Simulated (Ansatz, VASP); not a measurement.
## One calculation of Mn, two programs

Contents of INCAR:

```
ALGO     = Normal         # electronic algorithm
EDIFF    = 1E-7           # SCF threshold, eV
ENCUT    = 520            # plane-wave cutoff, eV
ISIF     = 2              # what is computed and relaxed
ISMEAR   = -1             # smearing method
LASPH    = True           # aspherical terms in the spheres
LCHARG   = True           # write CHGCAR
LELF     = True           # ELF
LREAL    = False          # projectors in reciprocal space
LVHAR    = True         
LWAVE    = False          # write WAVECAR
NBANDS   = 20             # bands
NELM     = 100            # most SCF steps
PREC     = Accurate       # precision mode
SIGMA    = 0.1            # smearing width, eV
```

KPOINTS

```
k-points
0
Gamma
  17 17 9
```

File POSCAR:

```
Mn
1.0
   -1.3257929278      1.6133115289      1.1825167779
    1.6133115289     -1.3257929278      1.1825167779
    2.6961587917      2.6961587917     -0.6559259334
Mn
2
Direct
    0.0416635149      0.9583364851      0.0000000000
    0.7083364851      0.2916635149      0.5000000000
```

Input for Ansatz:

```yaml
crystal:
  lattice:
    - [-1.3257929278, 1.6133115289, 1.1825167779]
    - [1.6133115289, -1.3257929278, 1.1825167779]
    - [2.6961587917, 2.6961587917, -0.6559259334]
  atoms:
    - { symbol: Mn, position: [0.0416635149, 0.9583364851, 0.0] }
    - { symbol: Mn, position: [0.7083364851, 0.2916635149, 0.5] }
hamiltonian:
  xc: lda
  pseudopotentials:
    kind: paw
    azcp:
      Mn: "pseudopotentials/Mn.paw.azcp"
basis:
  ecutwfc: 420
  fft_grid_basis: typed
kpoints:
  mp_grid: { grid: [17, 17, 9], shift: [0, 0, 0] }
magnetization:
  spin_polarized: false
scf:
  occupations: { method: fermi_dirac, width: 0.1 }
  lower_state_search: "off"
output:
  stress: true
```

Alike in both runs: task single point; functional LDA; k mesh 17 × 17 × 9; occupations fermi-dirac, width 0.1 eV; no spin polarisation.

```csv
,VASP,Ansatz
version,VASP 6.6.1,Ansatz 0.2.0
potentials or method,"VASP PAW LDA potentials, release 64 (Mn_pv), cutoff 520 eV","plane waves (420 eV) with PAW, scalar-relativistic"
valence electrons in the cell,26,30
```

```tsv
	VASP	Ansatz	Ansatz less VASP
pressure (GPa)	15.4	14.8	-0.62
```

Ansatz warns that its potentials were made for another functional, while VASP's fit it. LDA's correlation is that of Perdew and Zunger in VASP and of Perdew and Wang (1992) in Ansatz. VASP's potentials hold 26 valence electrons a cell and Ansatz's 30, so a difference there can come from the potentials and not from the codes. Ansatz's warnings: near symmetry operations not taken.
